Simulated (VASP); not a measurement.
Be16N (a cell with a defect), 17 atoms in the cell. The cell holds a defect, 17 atoms: a = 4.580 Å, b = 3.966 Å, c = 7.177 Å, α = 90.00°, β = 90.00°, γ = 90.00°. 

- Program: VASP 6.6.1
- Task: single point
- Functional: PBE
- Potentials or basis: VASP PAW PBE potentials, release 64 (Be, N)
- Cutoff: 520 eV
- k mesh: 5 × 6 × 4
- Occupations: fermi-dirac, width 0.1 eV
- Spin: no spin polarisation
- Dipole correction: no
- Further INCAR settings: LREAL = Auto; ALGO = Normal; EDIFF = 1e-06; NBANDS = 32

Potentials or basis: VASP PAW PBE potentials, release 64 (Be, N).

Launch:

```sh
$ cat potpaw_PBE.64/Be/POTCAR potpaw_PBE.64/N/POTCAR > POTCAR
$ mpirun -np 1 vasp_std > vasp.out
```

Hardware: 1 thread of Intel(R) Xeon(R) Platinum 8259CL CPU @ 2.50GHz (Skylake/Cascade Lake) (shared host).

Q: Estimate the wall time of this run.

A: Run time: 5.2 min on 1 thread of Intel(R) Xeon(R) Platinum 8259CL CPU @ 2.50GHz (Skylake/Cascade Lake) (shared host), peak memory 0.33 GiB. Counts: scf iterations 15, k points 62.
